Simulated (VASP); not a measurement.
# C in VASP: further runs, part 2 of 2

VASP 6.6.1.

### Step 3. Single point, PBE (epitaxial 111 strain +4.0%)

INCAR

```
SYSTEM = C
PREC = Accurate ; ENCUT = 520
EDIFF = 1E-7 ; ISMEAR = 0
SIGMA = 0.01 ; LREAL = .False.
LASPH = .True. ; NELM = 60
ALGO = Normal ; ISIF = 2
LWAVE = .False. ; LCHARG = .True.
GGA = PE ; LELF = .True.
LVHAR = .True. ; NBANDS = 11
```

KPOINTS

```
Automatic mesh
0
Gamma
  6 6 6
  0 0 0
```

POSCAR

```
C
1.0
   -0.0516797267      1.7996493800      1.7996493800
    1.7996493800     -0.0516797267      1.7996493800
    1.7996493800      1.7996493800     -0.0516797267
C
2
Direct
   -0.0000596674     -0.0000596674     -0.0000596674
    0.2500596674      0.2500596674      0.2500596674
```

Potentials or basis: VASP PAW PBE potentials, release 64 (C).

Launch:

```sh
$ cat potpaw_PBE.64/C/POTCAR > POTCAR
$ mpirun -np 1 vasp_std > vasp.out
```

OUTCAR:

```text
SYSTEM = C
   PREC = Accurate
   ENCUT = 520
   EDIFF = 1E-7
   ISMEAR = 0
   LREAL = .False.
   LASPH = .True.
   NELM = 60
   ISIF = 2
   GGA = PE

 ion  position               nearest neighbor table
   1  1.000  1.000  1.000-   2 1.54   2 1.60   2 1.60   2 1.60
   2  0.250  0.250  0.250-   1 1.54   1 1.60   1 1.60   1 1.60

  LATTYP: Found a trigonal (rhomboedric) cell.
 ALAT       =     2.5456132024
 COS(alpha) =     0.4710892075

  Lattice vectors:

 A1 = (  -0.0516797267,   1.7996493800,   1.7996493800)
 A2 = (   1.7996493800,  -0.0516797267,   1.7996493800)
 A3 = (   1.7996493800,   1.7996493800,  -0.0516797267)

Analysis of symmetry for initial positions (statically):
=====================================================================
 Subroutine PRICEL returns:
 Original cell was already a primitive cell.

 Routine SETGRP: Setting up the symmetry group for a
 trigonal (rhombohedral) supercell.

 Subroutine GETGRP returns: Found 12 space group operations
 (whereof  6 operations were pure point group operations)
 out of a pool of 12 trial point group operations.

The static configuration has the point symmetry C_3v.
 The point group associated with its full space group is D_3d.

Analysis of symmetry for dynamics (positions and initial velocities):
=====================================================================
 Subroutine PRICEL returns:
 Original cell was already a primitive cell.

 Routine SETGRP: Setting up the symmetry group for a
 trigonal (rhombohedral) supercell.

 Subroutine GETGRP returns: Found 12 space group operations
 (whereof  6 operations were pure point group operations)
 out of a pool of 12 trial point group operations.

The dynamic configuration has the point symmetry C_3v.
 The point group associated with its full space group is D_3d.

 Subroutine INISYM returns: Found 12 space group operations
 (whereof  6 operations are pure point group operations),
 and found     1 'primitive' translations
[... 120 lines left out ...]
   GGA     = PE    functional components
   LHFCALC =     F    Hartree Fock is set to
   AEXX    =    0.0000 exact exchange contribution
   IVDW    =     0    specifies the selected vdW correction
   LEPSILON=     F    determine dielectric tensor
   LRPA    =     F    only Hartree local field effects (RPA)
 non-spin polarized calculation
 Gauss-broadening in eV      SIGMA  =   0.01
  energy-cutoff  :      520.00
  volume of cell :       12.16
 maximum number of plane-waves:       334
   NGX =  9   NGY =  9   NGZ =  9

 number of electron       8.0000001 magnetization

 Free energy of the ion-electron system (eV)
  ---------------------------------------------------
  ext. energy  EPLUGINS =         0.00000000
  ---------------------------------------------------
  free energy    TOTEN  =       -18.07224329 eV

  energy without entropy =      -18.07224329  energy(sigma->0) =      -18.07224329

 E-fermi :   8.8141     XC(G=0): -12.9032

 val. band max:        8.7679841336   @ k =   0.0000   0.0000   0.0000
 cond. band min:      12.7036939402   @ k =   0.3333   0.3333   0.0000
 fundamental gap:      3.9357098066
 Fermi energy:         8.8140594501

 k-point     1 :       0.0000    0.0000    0.0000
  band No.  band energies     occupation
      1     -11.8216      2.00000
      2       8.7092      2.00000
      3       8.7680      2.00000
      4       8.7680      2.00000
      5      13.7531      0.00000
      6      13.7531      0.00000
      7      14.7996      0.00000
      8      20.7411      0.00000
      9      27.2224      0.00000
     10      34.5748      0.00000
     11      34.5749      0.00000
[... 309 lines left out ...]
 k-point    24 :      -0.3333    0.5000    0.1667
  band No.  band energies     occupation
      1      -3.3633      2.00000
      2      -2.7652      2.00000
      3       1.3459      2.00000
      4       1.6219      2.00000
      5      16.0626      0.00000
      6      17.2421      0.00000
      7      21.7898      0.00000
      8      22.9486      0.00000
      9      29.1700      0.00000
     10      29.5903      0.00000
     11      37.8545      0.00000

 [... further k-points ...]

------------------------ aborting loop because EDIFF is reached ----------------------------------------

  FORCE on cell =-STRESS in cart. coord.  units (eV):
  Direction    XX          YY          ZZ          XY          YZ          ZX
  --------------------------------------------------------------------------------------
  -------------------------------------------------------------------------------------
  Total       -1.7947666     -1.7947666     -1.7947666      1.0570964      1.0570964      1.0570964
  in kB     -236.4908422   -236.4908422   -236.4908422    139.2903167    139.2903167    139.2903167
  external PRESSURE =    -236.4908422 kB  Pullay stress =       0.0000000 kB

 VOLUME and BASIS-vectors are now :
 -----------------------------------------------------------------------------
  energy-cutoff  :      520.00
  volume of cell :       12.16
      direct lattice vectors                 reciprocal lattice vectors
    -0.051679727  1.799649380  1.799649380    -0.266141918  0.274010557  0.274010557
     1.799649380 -0.051679727  1.799649380     0.274010557 -0.266141918  0.274010557
     1.799649380  1.799649380 -0.051679727     0.274010557  0.274010557 -0.266141918

 POSITION                                       TOTAL-FORCE (eV/Angst)
 -----------------------------------------------------------------------------------
      3.54741      3.54741      3.54741        -0.033673     -0.033673     -0.033673
      0.88712      0.88712      0.88712         0.033673      0.033673      0.033673
 -----------------------------------------------------------------------------------
    total drift:                                0.000000      0.000000     -0.000000

  FREE ENERGIE OF THE ION-ELECTRON SYSTEM (eV)
  ---------------------------------------------------
  free  energy   TOTEN  =       -18.0722432900 eV

  energy  without entropy=      -18.0722432900  energy(sigma->0) =      -18.07224329
```

OSZICAR:

```text
N       E                     dE             d eps       ncg     rms          rms(c)
DAV:   1    -0.152192674401E+00   -0.15219E+00   -0.47437E+03   720   0.713E+02
DAV:   2    -0.182143562851E+02   -0.18062E+02   -0.17572E+02   924   0.117E+02
DAV:   3    -0.185926151998E+02   -0.37826E+00   -0.37710E+00   839   0.131E+01
DAV:   4    -0.185933247100E+02   -0.70951E-03   -0.70948E-03   742   0.697E-01
DAV:   5    -0.185933255937E+02   -0.88367E-06   -0.88364E-06   830   0.233E-02    0.510E+00
DAV:   6    -0.182021394450E+02    0.39119E+00   -0.20621E-01   740   0.317E+00    0.304E+00
DAV:   7    -0.180705161901E+02    0.13162E+00   -0.25908E-01   752   0.359E+00    0.658E-01
DAV:   8    -0.180721782419E+02   -0.16621E-02   -0.76530E-03   737   0.645E-01    0.412E-02
DAV:   9    -0.180722215891E+02   -0.43347E-04   -0.62507E-05   836   0.642E-02    0.230E-02
DAV:  10    -0.180722429530E+02   -0.21364E-04   -0.15965E-05   751   0.341E-02    0.441E-03
DAV:  11    -0.180722432752E+02   -0.32220E-06   -0.71720E-07   863   0.751E-03    0.138E-03
DAV:  12    -0.180722432900E+02   -0.14743E-07   -0.30258E-08   442   0.150E-03
   1 F= -.18072243E+02 E0= -.18072243E+02  d E =-.314929E-13
```

It took 4.7 s on 1 thread of AMD EPYC 7R13 (Zen 3), shared host; peak memory 0.09 GiB.

What came out:

| Property | Result |
| --- | --- |
| Free energy | -18.0722 eV |
| Pressure | -23.6 GPa |
| Largest force | 0.058 eV/Å |
| Band gap on the k mesh | 3.94 eV, indirect (least direct gap 4.99 eV) |

Forces on the atoms (eV/Å):
```
C   -0.034 -0.034 -0.034
C    0.034  0.034  0.034
```

Caveat: the k points lie up to 0.49 Å⁻¹ apart; the cell differs from its parent crystal (epitaxial 111 strain +4.0%).

### Step 4. Single point, PBE (strain -4.0%)

INCAR

```
SYSTEM = C
  PREC = Accurate
  ENCUT = 520
  EDIFF = 1E-6
  ISMEAR = -1
  SIGMA = 0.02
  LREAL = .FALSE.
  LASPH = .TRUE.
  NELM = 60
  ALGO = Normal
  ISIF = 2
  LWAVE = .FALSE.
  LCHARG = .TRUE.
  GGA = PE
  LELF = .TRUE.
  LVHAR = .TRUE.
  NBANDS = 11
```

KPOINTS

```
regular mesh
0
G
  12 12 12
  0 0 0
```

POSCAR

```
C
1.0
    0.0000000000      1.7089191755      1.7089191755
    1.7089191755      0.0000000000      1.7089191755
    1.7089191755      1.7089191755      0.0000000000
C
2
Direct
    0.0000000000      0.0000000000      0.0000000000
    0.2500000000      0.2500000000      0.2500000000
```

Potentials or basis: VASP PAW PBE potentials, release 64 (C).

Launch:

```sh
$ cat potpaw_PBE.64/C/POTCAR > POTCAR
$ mpirun -np 1 vasp_std > vasp.out
```

OUTCAR:

```text
SYSTEM = C
   PREC = Accurate
   ENCUT = 520
   EDIFF = 1E-6
   ISMEAR = -1
   LREAL = .FALSE.
   LASPH = .TRUE.
   NELM = 60
   ISIF = 2
   GGA = PE

 ion  position               nearest neighbor table
   1  0.000  0.000  0.000-   2 1.48   2 1.48   2 1.48   2 1.48
   2  0.250  0.250  0.250-   1 1.48   1 1.48   1 1.48   1 1.48

  LATTYP: Found a face centered cubic cell.
 ALAT       =     3.4178383510

  Lattice vectors:

 A1 = (   0.0000000000,   1.7089191755,   1.7089191755)
 A2 = (   1.7089191755,   0.0000000000,   1.7089191755)
 A3 = (   1.7089191755,   1.7089191755,   0.0000000000)

Analysis of symmetry for initial positions (statically):
=====================================================================
 Subroutine PRICEL returns:
 Original cell was already a primitive cell.

 Routine SETGRP: Setting up the symmetry group for a
 face centered cubic supercell.

 Subroutine GETGRP returns: Found 48 space group operations
 (whereof 24 operations were pure point group operations)
 out of a pool of 48 trial point group operations.

The static configuration has the point symmetry T_d .
 The point group associated with its full space group is O_h .
[... 173 lines left out ...]
      3      11.6714      2.00000
      4      11.6714      2.00000
      5      17.6152      0.00000
      6      17.6152      0.00000
      7      17.6152      0.00000
      8      28.0548      0.00000
      9      32.6949      0.00000
     10      39.6636      0.00000
     11      39.6636      0.00000
[... 309 lines left out ...]
 k-point    24 :      -0.4167    0.1667    0.0000
  band No.  band energies     occupation
      1      -4.6765      2.00000
      2      -2.1889      2.00000
      3       5.6372      2.00000
      4       7.6194      2.00000
      5      19.7108      0.00000
      6      22.7393      0.00000
      7      24.6239      0.00000
      8      28.6828      0.00000
      9      32.6899      0.00000
     10      37.3464      0.00000
     11      38.8408      0.00000

 [... further k-points ...]

------------------------ aborting loop because EDIFF is reached ----------------------------------------

  FORCE on cell =-STRESS in cart. coord.  units (eV):
  Direction    XX          YY          ZZ          XY          YZ          ZX
  --------------------------------------------------------------------------------------
  -------------------------------------------------------------------------------------
  Total        4.6090091      4.6090091      4.6090091     -0.0000000     -0.0000000     -0.0000000
  in kB      739.8157678    739.8157678    739.8157678     -0.0000000     -0.0000000     -0.0000000
  external PRESSURE =     739.8157678 kB  Pullay stress =       0.0000000 kB

 VOLUME and BASIS-vectors are now :
 -----------------------------------------------------------------------------
  energy-cutoff  :      520.00
  volume of cell :        9.98
      direct lattice vectors                 reciprocal lattice vectors
     0.000000000  1.708919175  1.708919175    -0.292582591  0.292582591  0.292582591
     1.708919175  0.000000000  1.708919175     0.292582591 -0.292582591  0.292582591
     1.708919175  1.708919175  0.000000000     0.292582591  0.292582591 -0.292582591

 POSITION                                       TOTAL-FORCE (eV/Angst)
 -----------------------------------------------------------------------------------
      0.00000      0.00000      0.00000         0.000000      0.000000      0.000000
      0.85446      0.85446      0.85446        -0.000000     -0.000000     -0.000000
 -----------------------------------------------------------------------------------
    total drift:                               -0.000000     -0.000000     -0.000000

  FREE ENERGIE OF THE ION-ELECTRON SYSTEM (eV)
  ---------------------------------------------------
  free  energy   TOTEN  =       -17.8867186392 eV

  energy  without entropy=      -17.8867186392  energy(sigma->0) =      -17.88671864
```

OSZICAR:

```text
N       E                     dE             d eps       ncg     rms          rms(c)
DAV:   1     0.117910640487E+01    0.11791E+01   -0.50226E+03  1651   0.736E+02
DAV:   2    -0.184758502731E+02   -0.19655E+02   -0.19047E+02  2039   0.129E+02
DAV:   3    -0.188012587844E+02   -0.32541E+00   -0.32474E+00  1872   0.127E+01
DAV:   4    -0.188016777869E+02   -0.41900E-03   -0.41899E-03  1698   0.581E-01
DAV:   5    -0.188016781787E+02   -0.39186E-06   -0.39182E-06  1829   0.166E-02    0.654E+00
DAV:   6    -0.181148272504E+02    0.68685E+00   -0.35943E-01  1623   0.434E+00    0.393E+00
DAV:   7    -0.178845014100E+02    0.23033E+00   -0.42463E-01  1713   0.477E+00    0.982E-01
DAV:   8    -0.178866702211E+02   -0.21688E-02   -0.10890E-02  1692   0.813E-01    0.484E-02
DAV:   9    -0.178866981055E+02   -0.27884E-04   -0.63112E-05  1871   0.639E-02    0.273E-02
DAV:  10    -0.178867184961E+02   -0.20391E-04   -0.13366E-05  1730   0.337E-02    0.532E-03
DAV:  11    -0.178867186392E+02   -0.14309E-06   -0.22789E-07  1381   0.461E-03
   1 F= -.17886719E+02 E0= -.17886719E+02  d E =-.118486E-10
```

stdout:

```text
POSCAR found type information on POSCAR C
 POSCAR found :  1 types and       2 ions
 scaLAPACK will be used
 LDA part: xc-table for (Slater+PW92), standard interpolation
 POSCAR, INCAR and KPOINTS ok, starting setup
 FFT: planning ... GRIDC
 FFT: planning ... GRID_SOFT
 FFT: planning ... GRID
 WAVECAR not read
 entering main loop
```

It took 6.6 s on 1 thread of AMD EPYC 7R13 (Zen 3), shared host; peak memory 0.08 GiB.

What came out:

* Free energy: -17.8867 eV
* Pressure: 74.0 GPa
* Band gap on the k mesh: 4.46 eV, indirect (least direct gap 5.94 eV)

Caveat: the cell differs from its parent crystal (strain -4.0%).

### Step 5. Overview

| cell | k mesh | smearing | gap on the mesh (eV) | pressure (GPa) |
| --- | --- | --- | --- | --- |
| a = 2.517, b = 2.499, c = 2.499 Å, angles 60.5, 59.8, 59.8°, 2 atoms | 6 × 6 × 6 | gaussian 0.01 eV | 3.81 | 12.0 |
| a = 2.546 Å, angles 61.9°, 2 atoms | 6 × 6 × 6 | gaussian 0.01 eV | 3.94 | -23.6 |
| a = 2.417 Å, angles 60.0°, 2 atoms | 12 × 12 × 12 | fermi-dirac 0.02 eV | 4.46 | 74.0 |

Alike in all rows: task single point; level PBE; potentials or basis VASP PAW PBE potentials, release 64 (C); no spin polarisation; cutoff (eV) 520.

Caveats: some runs use coarse meshes.

Absolute energies hang on the potentials; compare differences alone.
